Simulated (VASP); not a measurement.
Wanted: the native input for a VASP 6.6.1 run.

```
Task                   : single point
Functional             : r2SCAN
Potentials or basis    : VASP PAW PBE potentials, release 64 (Rh_pv)
Cutoff                 : 520 eV
k mesh                 : 22 × 22 × 12
Occupations            : fermi-dirac, width 0.05 eV
Spin                   : collinear spin, ferromagnetic start
Starting moments       : [1.0, 1.0] μB
Dipole correction      : no
Further INCAR settings : ALGO = Normal; EDIFF = 1e-06; NBANDS = 26
```

Rh:

```
CELL_PARAMETERS angstrom
2.70122 0.00000 0.00000
-1.35061 2.33933 0.00000
0.00000 0.00000 4.35802
ATOMIC_POSITIONS crystal
Rh 0.33333 0.66667 0.25000
Rh 0.66667 0.33333 0.75000
```

This isn't the form of Rh at room conditions, which is fcc.

These files were run (other wordings do the same):

POSCAR

```
Rh
1.0
    2.7012216844      0.0000000000      0.0000000000
   -1.3506108422      2.3393266000      0.0000000000
    0.0000000000      0.0000000000      4.3580193197
Rh
2
Direct
    0.3333333333      0.6666666667      0.2500000000
    0.6666666667      0.3333333333      0.7500000000
```

INCAR.step1

```
SYSTEM = Rh
  ALGO = Normal
  EDIFF = 1E-4
  ENCUT = 520
  GGA = PE
  ISMEAR = -1
  ISPIN = 2
  LASPH = .True.
  LCHARG = .False.
  LMAXMIX = 4
  LREAL = .False.
  LWAVE = .True.
  MAGMOM = 1 1
  NBANDS = 26
  NELM = 150
  PREC = Accurate
  SIGMA = 0.05
```

INCAR.step2

```
SYSTEM = Rh
  ALGO = Normal
  EDIFF = 1E-6
  ENCUT = 520
  ISIF = 2
  ISMEAR = -1
  ISPIN = 2
  ISTART = 1
  LASPH = .True.
  LCHARG = .False.
  LMAXMIX = 4
  LMIXTAU = .True.
  LORBIT = 11
  LREAL = .False.
  LWAVE = .False.
  MAGMOM = 1 1
  METAGGA = R2SCAN
  NBANDS = 26
  NELM = 150
  PREC = Accurate
  SIGMA = 0.05
```

KPOINTS

```
k-points
0
Gamma
  22 22 12
  0 0 0
```

Potentials or basis: VASP PAW PBE potentials, release 64 (Rh_pv).

Launch:

```console
$ cat potpaw_PBE.64/Rh_pv/POTCAR > POTCAR
$ cp INCAR.step1 INCAR
$ mpirun -np 1 vasp_std > vasp.out
$ cp INCAR.step2 INCAR
$ mpirun -np 1 vasp_std > vasp.out
```

Results of the run:

```json
{"Pressure": "1.1 GPa", "Band gap on the k mesh": "zero (filled and empty bands overlap)", "Net moment": "0.00 μB per cell", "Valence electrons inside the program's atomic spheres": "Rh 13.82"}
```

Caveat: the PAW data sets were made with another functional, which shifts forces and pressure a little.

Wall time 29 min on 1 thread of Oxide Virtual Turin-like Processor, with other jobs on the host, peak memory 0.38 GiB.
